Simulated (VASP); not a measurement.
The system is W.

```
CELL_PARAMETERS angstrom
-1.60317 1.60317 1.60317
1.60317 -1.60317 1.60317
1.60317 1.60317 -1.60317
ATOMIC_POSITIONS crystal
W 0.00000 0.00000 0.00000
```

Base run:

- Program: VASP 6.6.1
- Functional: PBE
- Dispersion: D4
- Potentials or basis: VASP PAW PBE potentials, release 64 (W_sv)
- Cutoff: 520 eV
- k mesh: 12 × 12 × 12
- Occupations: fermi-dirac, width 0.05 eV
- Spin: no spin polarisation

Its results: band gap on the k mesh zero (band 7 reaches 15.77 eV, above the bottom of band 8 at 9.72 eV); pressure -11.9 GPa.

Question: After a change of settings the same cell gave: band gap on the k mesh zero (band 7 reaches 16.24 eV, above the bottom of band 8 at 10.20 eV); pressure -7.7 GPa. Which change was it?
A. functional from PBE to BLYP
B. functional from PBE to SVWN5; dispersion from D4 to none
C. dispersion from D4 to none
D. functional from PBE to RPBE; further incar settings from ALGO = Normal; EDIFF = 1e-06; NBANDS = 13 to ALGO = Normal; EDIFF = 1e-07; NBANDS = 13

Answer: A.

BLYP binds less tightly than PBE, so the same cell stands under more pressure.

Caveats: spin-orbit coupling is left out, which moves the levels of the heavy elements; pairwise dispersion overbinds metals, which lowers pressure and volume; the PAW data sets were made with another functional, which shifts forces and pressure a little (some runs).
